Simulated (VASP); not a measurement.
# In in VASP: a series of runs

In is run at these levels: PBEsol; tasks: relaxation of cell and atoms, single point.

Program: VASP 6.6.1. These are calculated values, not measurements. Logs are shortened: lines on timing, memory, paths and dates and some standing lists are left out, and cuts for length are marked.

## Step 1: The cell of the first run

Symmetry: R-3m, No. 166, trigonal system. Conventional cell: a = 4.769 Å, b = 4.769 Å, c = 4.044 Å, α = 90.00°, β = 90.00°, γ = 120.00°. Within 4.0 Å of In (site symmetry -3m) lie 12 In at 3.07 to 3.85 Å.

## Step 2: Relaxation of cell and atoms, PBEsol

Contents of INCAR:

```
PREC = Accurate ; ENCUT = 600
EDIFF = 1E-6 ; ISMEAR = 0
SIGMA = 0.1 ; LREAL = False
LASPH = True ; NELM = 100
ALGO = Normal ; ISIF = 3
LWAVE = False ; LCHARG = False
GGA = PS ; IBRION = 2
NSW = 100 ; EDIFFG = -0.01
```

Contents of KPOINTS:

```
Automatic mesh
0
Gamma
  21 21 21
```

Contents of POSCAR:

```
In
1.0
    2.3844853511      1.3766832594      1.3480913760
   -2.3844853511      1.3766832594      1.3480913760
    0.0000000000     -2.7533665187      1.3480913760
In
1
Direct
    0.5000000000      0.5000000000      0.5000000000
```

Potentials or basis: VASP PAW PBE potentials, release 64 (In_d).

Run with:

```sh
$ cat potpaw_PBE.64/In_d/POTCAR > POTCAR
$ mpirun -np 1 vasp_std > vasp.out
```

OUTCAR:

```text
PREC = Accurate
   ENCUT = 600
   EDIFF = 1E-6
   ISMEAR = 0
   LREAL = False
   LASPH = True
   NELM = 100
   ISIF = 3
   GGA = PS
   IBRION = 2
   NSW = 100
   EDIFFG = -0.01

 ion  position               nearest neighbor table
   1  0.500  0.500  0.500-

  LATTYP: Found a trigonal (rhomboedric) cell.
 ALAT       =     3.0656773386
 COS(alpha) =    -0.2099472197

  Lattice vectors:

 A1 = (   2.3844853511,   1.3766832594,   1.3480913760)
 A2 = (  -2.3844853511,   1.3766832594,   1.3480913760)
 A3 = (   0.0000000000,  -2.7533665187,   1.3480913760)

Analysis of symmetry for initial positions (statically):
=====================================================================
 Subroutine PRICEL returns:
 Original cell was already a primitive cell.

 Routine SETGRP: Setting up the symmetry group for a
 trigonal (rhombohedral) supercell.

 Subroutine GETGRP returns: Found 12 space group operations
 (whereof 12 operations were pure point group operations)
 out of a pool of 12 trial point group operations.

The static configuration has the point symmetry D_3d.

Analysis of symmetry for dynamics (positions and initial velocities):
=====================================================================
 Subroutine PRICEL returns:
 Original cell was already a primitive cell.

 Routine SETGRP: Setting up the symmetry group for a
 trigonal (rhombohedral) supercell.

 Subroutine GETGRP returns: Found 12 space group operations
 (whereof 12 operations were pure point group operations)
 out of a pool of 12 trial point group operations.

The dynamic configuration has the point symmetry D_3d.

 Subroutine INISYM returns: Found 12 space group operations
 (whereof 12 operations are pure point group operations),
 and found     1 'primitive' translations

----------------------------------------------------------------------------------------

                                     Primitive cell

  volume of cell :      26.5521

  direct lattice vectors                    reciprocal lattice vectors
     2.384485351  1.376683259  1.348091376     0.209688854  0.121063916  0.247263160
    -2.384485351  1.376683259  1.348091376    -0.209688854  0.121063916  0.247263160
     0.000000000 -2.753366519  1.348091376     0.000000000 -0.242127832  0.247263160

  length of vectors
     3.065677339  3.065677339  3.065677339     0.346070740  0.346070740  0.346070740

  position of ions in fractional coordinates (direct lattice)
     0.500000000  0.500000000  0.500000000

  ion indices of the primitive-cell ions
   primitive index   ion index
                 1           1

----------------------------------------------------------------------------------------

 KPOINTS: Automatic mesh

Automatic generation of k-mesh.
 Grid dimensions read from file:
 generate k-points for:   21   21   21

 Generating k-lattice:

  Cartesian coordinates                     Fractional coordinates (reciprocal lattice)
     0.009985184  0.005764948  0.011774436     0.047619048  0.000000000  0.000000000
    -0.009985184  0.005764948  0.011774436     0.000000000  0.047619048  0.000000000
     0.000000000 -0.011529897  0.011774436     0.000000000  0.000000000  0.047619048

  Length of vectors
     0.016479559  0.016479559  0.016479559

  Shift w.r.t. Gamma in fractional coordinates (k-lattice)
     0.000000000  0.000000000  0.000000000

 Subroutine IBZKPT returns following result:
 ===========================================

 Found    891 irreducible k-points:

 Following reciprocal coordinates:
            Coordinates               Weight
  0.000000  0.000000  0.000000      1.000000
  0.047619  0.000000  0.000000      6.000000
  0.095238  0.000000  0.000000      6.000000
  0.142857  0.000000  0.000000      6.000000
  0.190476  0.000000  0.000000      6.000000
  0.238095  0.000000  0.000000      6.000000
[... 16 lines left out ...]
 -0.428571  0.047619 -0.000000     12.000000
 -0.380952  0.047619 -0.000000     12.000000
 [... further k-points ...]
   k-points           NKPTS =    891   k-points in BZ     NKDIM =    891   number of bands    NBANDS=     10
   number of dos      NEDOS =    301   number of ions     NIONS =      1
   total plane-waves  NPLWV =  13824
   dimension x,y,z NGX =    24 NGY =   24 NGZ =   24
   dimension x,y,z NGXF=    48 NGYF=   48 NGZF=   48
   ions per type =               1
   NGX,Y,Z   is equivalent  to a cutoff of  13.01, 13.01, 13.01 a.u.
   NGXF,Y,Z  is equivalent  to a cutoff of  26.03, 26.03, 26.03 a.u.
 SYSTEM =  unknown system
   PREC   = accura    normal or accurate (medium, high low for compatibility)
   ISTART =      0    job   : 0-new  1-cont  2-samecut
   ICHARG =      2    charge: 1-file 2-atom 10-const
   ISPIN  =      1    spin polarized calculation?
   LNONCOLLINEAR =      F non collinear calculations
   LSORBIT =      F    spin-orbit coupling
   LASPH  =      T    aspherical Exc in radial PAW
   ENCUT  =  600.0 eV  44.10 Ry    6.64 a.u.   6.12  6.12  6.12*2*pi/ulx,y,z
   NELM   =    100;   NELMIN=  2; NELMDL= -5     # of ELM steps
   EDIFF  = 0.1E-05   stopping-criterion for ELM
   LREAL  =      F    real-space projection
   EDIFFG = -.1E-01   stopping-criterion for IOM
   NSW    =    100    number of steps for IOM
   IBRION =      2    ionic relax: 0-MD 1-quasi-New 2-CG
   NFREE  =      1    steps in history (QN), initial steepest desc. (CG)
   ISIF   =      3    stress and relaxation
   ISYM   =      2    0-nonsym 1-usesym 2-fastsym
   POTIM  = 0.5000    time-step for ionic-motion
   TEBEG  =    0.0;   TEEND  =   0.0 temperature during run
   PSTRESS=    0.0 pullay stress
   NELECT =      13.0000    total number of electrons
   NUPDOWN=      -1.0000    fix difference up-down
   EMIN   =  10.00;   EMAX   =-10.00  energy-range for DOS
   EFERMI =   0.00;   METHOD = LEGACY
   ISMEAR =     0;   SIGMA  =   0.10  broadening in eV -4-tet -1-fermi 0-gaus
   EFERMI_NEDOS =   21; number of points for ismear=-14 and -15
   IALGO  =     38    algorithm
   IMIX   =      4    mixing-type and parameters
     AMIX     =   0.40;   BMIX     =  1.00
     AMIX_MAG =   1.60;   BMIX_MAG =  1.00
  volume/ion in A,a.u.               =      26.55       179.18
  Fermi-wavevector in a.u.,A,eV,Ry     =   1.290297  2.438307 22.651865  1.664865
  Thomas-Fermi vector in A             =   2.422137
   LORBIT       =      0    0 simple, 1 ext, 2 COOP (PROOUT), +10 PAW based schemes
   GGA     = PS    functional components
   LHFCALC =     F    Hartree Fock is set to
   AEXX    =    0.0000 exact exchange contribution
   IVDW    =     0    specifies the selected vdW correction
   LEPSILON=     F    determine dielectric tensor
   LRPA    =     F    only Hartree local field effects (RPA)
 conjugate gradient relaxation of ions
 non-spin polarized calculation
 Gauss-broadening in eV      SIGMA  =   0.10
  energy-cutoff  :      600.00
  volume of cell :       26.55
 maximum number of plane-waves:       915
   NGX = 13   NGY = 13   NGZ = 13

--------------------------------------- Ionic step        1  -------------------------------------------

 number of electron      12.9999992 magnetization

 Free energy of the ion-electron system (eV)
  ---------------------------------------------------
  ext. energy  EPLUGINS =         0.00000000
  ---------------------------------------------------
  free energy    TOTEN  =        -2.92976170 eV

  energy without entropy =       -2.92725785  energy(sigma->0) =       -2.92850977

------------------------ aborting loop because EDIFF is reached ----------------------------------------

  FORCE on cell =-STRESS in cart. coord.  units (eV):
  Direction    XX          YY          ZZ          XY          YZ          ZX
  --------------------------------------------------------------------------------------
  -------------------------------------------------------------------------------------
  Total        0.1227153      0.1227153     -0.0280080      0.0000000     -0.0000000      0.0000000
  in kB        7.4047449      7.4047449     -1.6900287      0.0000000     -0.0000000      0.0000000
  external PRESSURE =       4.3731537 kB  Pullay stress =       0.0000000 kB
[... 86 lines left out ...]
  FREE ENERGIE OF THE ION-ELECTRON SYSTEM (eV)
  ---------------------------------------------------
  free  energy   TOTEN  =        -2.9309213370 eV

  energy  without entropy=       -2.9282989526  energy(sigma->0) =       -2.92961014

[... ionic steps 4 to 14 ...]

--------------------------------------- Ionic step       15  -------------------------------------------

 number of electron      12.9999991 magnetization

------------------------ aborting loop because EDIFF is reached ----------------------------------------

  FORCE on cell =-STRESS in cart. coord.  units (eV):
  Direction    XX          YY          ZZ          XY          YZ          ZX
  --------------------------------------------------------------------------------------
  -------------------------------------------------------------------------------------
  Total       -0.0344669     -0.0344669     -0.0391407      0.0000000     -0.0000000      0.0000000
  in kB       -2.1310470     -2.1310470     -2.4200219      0.0000000     -0.0000000      0.0000000
  external PRESSURE =      -2.2273720 kB  Pullay stress =       0.0000000 kB
[... 55 lines left out ...]
  energy  without entropy=       -2.9675803564  energy(sigma->0) =       -2.96851067

--------------------------------------- Ionic step       17  -------------------------------------------

 number of electron      12.9999991 magnetization

 Free energy of the ion-electron system (eV)
  ---------------------------------------------------
  ext. energy  EPLUGINS =         0.00000000
  ---------------------------------------------------
  free energy    TOTEN  =        -2.97117688 eV

  energy without entropy =       -2.96922472  energy(sigma->0) =       -2.97020080

 E-fermi :   7.5055     XC(G=0): -10.4751

 val. band max:        7.4974685701   @ k =  -0.4762   0.1429   0.0476
 cond. band min:       7.5063903468   @ k =  -0.3810   0.4286   0.1905
 fundamental gap:      0.0089217766
 Fermi energy:         7.5054762116

 k-point     1 :       0.0000    0.0000    0.0000
  band No.  band energies     occupation
      1      -7.0923      2.00000
      2      -7.0923      2.00000
      3      -7.0854      2.00000
      4      -6.7986      2.00000
      5      -6.7986      2.00000
      6      -2.1406      2.00000
      7      18.7173      0.00000
      8      18.7918      0.00000
      9      18.7918      0.00000
     10      20.5544      0.00000
[... 287 lines left out ...]
 k-point    24 :      -0.3810    0.0476   -0.0000
  band No.  band energies     occupation
      1      -7.1841      2.00000
      2      -7.1017      2.00000
      3      -6.8306      2.00000
      4      -6.8008      2.00000
      5      -6.7124      2.00000
      6       0.9596      2.00000
      7       7.8437      0.00000
      8      13.7801      0.00000
      9      15.1011      0.00000
     10      18.1264      0.00000

 [... further k-points ...]
[... 5 lines left out ...]
  --------------------------------------------------------------------------------------
  -------------------------------------------------------------------------------------
  Total        0.0013891      0.0013891     -0.0074532      0.0000000     -0.0000000      0.0000000
  in kB        0.0862911      0.0862911     -0.4629896      0.0000000     -0.0000000      0.0000000
  external PRESSURE =      -0.0968025 kB  Pullay stress =       0.0000000 kB
[... 16 lines left out ...]
  FREE ENERGIE OF THE ION-ELECTRON SYSTEM (eV)
  ---------------------------------------------------
  free  energy   TOTEN  =        -2.9711768831 eV

  energy  without entropy=       -2.9692247227  energy(sigma->0) =       -2.97020080

 reached required accuracy - stopping structural energy minimisation
```

Run time: 23 min. Hardware: 1 thread of Intel Xeon Platinum 8259CL at 2.50GHz (Skylake/Cascade Lake), shared host; peak memory 0.45 GiB.

What came out:

```yaml
Free_energy: -2.9712 eV
Relaxed_volume: 25.79 Å³/atom
Relaxed_cell: a = 3.221 Å, b = 3.221 Å, c = 3.221 Å, α = 109.41°, β = 109.41°, γ = 109.41°
Space_group_after_relaxing_to_0.05_Å: Im-3m (No. 229)
Energy_gained_by_relaxing: 41.4 meV/atom
Ionic_steps: 17
Pressure_after_relaxing: 0.0 GPa
```

Step by step:
```tsv
step	energy change (eV)	largest force (eV/Å)	pressure (GPa)	volume (Å³)
1	0.0000	0.0000	0.44	26.55
2	-0.0010	0.0000	-0.15	26.83
3	-0.0012	0.0000	-0.17	26.92
4	-0.0012	0.0000	-0.55	27.10
5	-0.0012	0.0000	-0.41	27.03
6	-0.0022	0.0000	-0.40	27.02
7	-0.0063	0.0000	-0.60	26.98
8	-0.0134	0.0000	-0.76	26.85
9	-0.0317	0.0000	-0.75	26.42
10	0.0239	0.0000	3.34	24.79
11	-0.0351	0.0000	-0.73	26.30
12	-0.0382	0.0000	0.31	25.65
13	-0.0402	0.0000	-0.41	26.05
14	-0.0413	0.0000	-0.11	25.86
15	-0.0413	0.0000	-0.22	25.91
16	-0.0397	0.0000	1.00	25.25
17	-0.0414	0.0000	-0.01	25.79
```

Final structure:
```xyz
1
Lattice="2.6291 1.5179 1.0772 -2.6291 1.5179 1.0772 0.0000 -3.0358 1.0772" Properties=species:S:1:pos:R:3 pbc="T T T"
In    0.0000    0.0000    1.6157
```

Levels at points of the mesh, in eV from the Fermi level:
| k point | band 2 | band 3 | band 4 | band 5 | band 6 | band 7 | band 8 | band 9 | band 10 |
| --- | --- | --- | --- | --- | --- | --- | --- | --- | --- |
| (0.00, 0.00, 0.00) | -14.60 | -14.59 | -14.30 | -14.30 | -9.65 | 11.21 | 11.29 | 11.29 | 13.05 |

Caveat: the PAW data sets were made with another functional, which shifts forces and pressure a little; spin-orbit coupling is left out, which moves the levels of the heavy elements.

(Part 1 of 2 ends here.)
